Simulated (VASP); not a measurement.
## Co: single point with r2SCAN

Co:

```
Co
1.0
     2.47152    0.00000    0.00000
    -1.23576    2.14040    0.00000
     0.00000    0.00000    4.02711
Co
2
Direct
  0.33333 0.66667 0.25000
  0.66667 0.33333 0.75000
```

| Quantity | Value |
| --- | --- |
| Program | VASP 6.6.1 |
| Task | single point |
| Functional | r2SCAN |
| Potentials or basis | VASP PAW PBE potentials, release 64 (Co) |
| Cutoff | 520 eV |
| k mesh | 7 × 7 × 4 |
| Occupations | fermi-dirac, width 0.05 eV |
| Spin | collinear spin, ferromagnetic start |
| Starting moments | [1.891, 1.891] μB |

* Pressure: 1.6 GPa
* Net moment: 3.67 μB per cell
* Site moments: Co +1.89 μB
* Valence electrons inside the program's atomic spheres: Co 8.33

Stress tensor (GPa, compression positive):
```
1.24 0.00 0.00
0.00 1.24 0.00
0.00 0.00 2.22
```

Levels at points of the mesh, in eV from the Fermi level:
Spin up:
```
           k point  band 8  band 9  band 10  band 11  band 12  band 13  band 14  band 15
(0.00, 0.00, 0.00)   -2.77   -2.77    -1.68    -1.68    -0.30     6.23    22.98    25.76
(0.00, 0.00, 0.50)   -3.48   -1.99    -1.99    -1.99    -1.99    15.31    15.31    23.77
```
Spin down:
```csv
k point,band 3,band 4,band 5,band 6,band 7,band 8,band 9,band 10,band 11,band 12
"(0.00, 0.00, 0.00)",-0.99,-0.84,-0.84,-0.80,-0.45,-0.45,0.12,0.12,1.40,1.40
"(0.00, 0.00, 0.50)",-1.67,-1.67,-0.89,-0.89,-0.89,-0.89,1.03,1.03,1.03,1.03
```

Run time: 67 s on 1 thread of Intel(R) Xeon(R) Platinum 8559C (Emerald Rapids), with other jobs on the host, peak memory 0.15 GiB.

Caveat: the k points lie up to 0.42 Å⁻¹ apart; the PAW data sets were made with another functional, which shifts forces and pressure a little.
